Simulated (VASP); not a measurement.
**Os: single point with r2SCAN**

Crystal: Os.

```
CELL_PARAMETERS angstrom
0.00000 1.91598 1.91598
1.91598 0.00000 1.91598
1.91598 1.91598 0.00000
ATOMIC_POSITIONS crystal
Os 0.00000 0.00000 0.00000
```

This isn't the form of Os at room conditions, which is hcp.

| Quantity | Value |
| --- | --- |
| Program | VASP 6.6.1 |
| Task | single point |
| Functional | r2SCAN |
| Potentials or basis | VASP PAW PBE potentials, release 64 (Os_sv_GW) |
| Cutoff | 620 eV |
| k mesh | 18 × 18 × 18 |
| Occupations | gaussian, width 0.05 eV |
| Spin | no spin polarisation |
| Dipole correction | no |
| Further INCAR settings | ALGO = Normal; EDIFF = 1e-06; NBANDS = 14 |

```
Pressure               : -0.8 GPa
Band gap on the k mesh : zero (bands 8 and 9 overlap by 3.95 eV)
```

Levels at points of the mesh, in eV from the Fermi level:
| k point | band 5 | band 6 | band 7 | band 8 | band 9 | band 10 | band 11 | band 12 |
| --- | --- | --- | --- | --- | --- | --- | --- | --- |
| (0.00, 0.00, 0.00) | -11.20 | -3.02 | -3.02 | -3.02 | 0.10 | 0.10 | 13.98 | 20.07 |
| (0.50, 0.00, 0.00) | -7.94 | -3.21 | -3.21 | -0.23 | 2.61 | 2.61 | 9.50 | 13.72 |
| (0.50, 0.50, 0.00) | -7.82 | -7.09 | 2.40 | 2.54 | 3.33 | 3.33 | 12.56 | 12.56 |

Wall time 58 s on 1 thread of Intel(R) Xeon(R) 6975P-C (Granite Rapids) (shared host), peak memory 0.19 GiB.

Caveat: the PAW data sets were made with another functional, which shifts forces and pressure a little; spin-orbit coupling is left out, which moves the levels of the heavy elements.
